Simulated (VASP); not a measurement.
Mn:

```xyz
2
Lattice="2.4836 0.0000 0.0000 -1.2418 2.1509 0.0000 0.0000 0.0000 4.0262" Properties=species:S:1:pos:R:3 pbc="T T T"
Mn    0.0000    1.4339    1.0065
Mn    1.2418    0.7170    3.0196
```

This isn't the form of Mn at room conditions, which is a 58-atom cubic cell.

Base run:

```yaml
Program: VASP 6.6.1
Functional: PBE
Potentials_or_basis: VASP PAW PBE potentials, release 64 (Mn_sv)
Cutoff: 680 eV
k_mesh: 10 × 10 × 6
Occupations: fermi-dirac, width 0.05 eV
Spin: collinear spin, ferromagnetic start
Starting_moments: "[3.0, 3.0] μB"
Fixed_moment: 6 μB
```

Its results: pressure 57.3 GPa; site moments Mn +2.76 μB.

**Question.** The run is repeated on the same cell with these changes: fixed moment from 6 μB to 12 μB; moments at the start from [3.0, 3.0] to [6.0, 6.0]. What comes out?

**Answer.** Pressure 277.3 GPa; site moments Mn +4.74 μB.

Caveats: the total moment is fixed, so each spin has its own Fermi level and the state may be an excited one; the cell stands under pressure (at least some runs); the stress differs along the axes, from 273 to 286 GPa (at least some runs).
